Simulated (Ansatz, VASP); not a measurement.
Eu in VASP and in Ansatz

```
Eu
1.0
     2.82667    0.00000    0.00000
     0.00000    2.82667    0.00000
     0.00000    0.00000    2.82667
Eu
1
Cartesian
  0.0000 0.0000 0.0000
```

Change from the starting cell: volume scaled by 0.68, LAPW.

Alike in both runs: task single point; functional LDA; k mesh 11 × 11 × 11; occupations fermi-dirac, width 0.05 eV; collinear spin.

|  | VASP | Ansatz |
| --- | --- | --- |
| version | VASP 6.6.1 | Ansatz 0.2.0 |
| potentials or method | VASP PAW PBE potentials, release 64 (Eu), cutoff 520 eV | all-electron LAPW, scalar-relativistic |

VASP gave:

| Property | Result |
| --- | --- |
| pressure (GPa) | 15.4 |
| net moment per atom (μB) | 7.13 |
| size of the moment on the site where the two differ most (μB) | 6.73 |

**Question.** What did Ansatz give for the same quantities?

**Answer.** Pressure (GPa): 15.8; net moment per atom (μB): 7.18; size of the moment on the site where the two differ most (μB): 6.93.

VASP's potentials were made for PBE, not for LDA. LDA's correlation is that of Perdew and Zunger in VASP and of Perdew and Wang (1992) in Ansatz. Site moments also hang on the region over which each program counts them. Ansatz ran all-electron here, and VASP with PAW potentials.

Spin-orbit coupling is off throughout.
